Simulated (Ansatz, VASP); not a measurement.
**One calculation of Ti, two programs**

INCAR

```
  PREC = Accurate
  ENCUT = 500
  EDIFF = 1E-6
  ISMEAR = 0
  SIGMA = 0.1
  LREAL = False
  LASPH = True
  NELM = 120
  ALGO = Normal
  ISIF = 2
  LWAVE = False
  LCHARG = True
  GGA = PS
  LELF = True
  LVHAR = True
  NBANDS = 12
  GGA_COMPAT = False
```

The input KPOINTS:

```
regular mesh
0
Gamma
  18 18 18
```

Contents of POSCAR:

```
Ti
1.0
   -1.6526018700      1.6526018700      1.6526018700
    1.6526018700     -1.6526018700      1.6526018700
    1.6526018700      1.6526018700     -1.6526018700
Ti
1
Direct
    0.0000000000      0.0000000000      0.0000000000
```

Input for Ansatz:

```yaml
crystal:
  lattice:
    - [-1.65260187, 1.65260187, 1.65260187]
    - [1.65260187, -1.65260187, 1.65260187]
    - [1.65260187, 1.65260187, -1.65260187]
  atoms:
    - { symbol: Ti, position: [0.0, 0.0, 0.0] }
basis:
  ecutwfc: 420
kpoints:
  mp_grid: { grid: [18, 18, 18] }
hamiltonian:
  xc: pbesol
scf:
  occupations: { method: gaussian, width: 0.1 }
output:
  forces: true
  stress: true
  eigenvalues: true
```

Alike in both runs: task single point; functional PBEsol; k mesh 18 × 18 × 18; occupations gaussian, width 0.1 eV; no spin polarisation.

```csv
,VASP,Ansatz
version,VASP 6.6.1,Ansatz 0.2.0
potentials or method,"VASP PAW PBE potentials, release 64 (Ti_sv), cutoff 500 eV","scalar-relativistic, plane waves, PAW"
valence electrons in the cell,12,12
```

|  | VASP | Ansatz | Ansatz less VASP |
| --- | --- | --- | --- |
| gap on the k mesh at the Fermi level (eV) | none | none | - |
| pressure (GPa) | -8.8 | -8.6 | +0.19 |

VASP's potentials were made for PBE, not for PBEsol. A gap of «none» marks a metal or a gap that the smearing closes. The functional is the same, so the differences come from potentials, cutoffs and numerics.
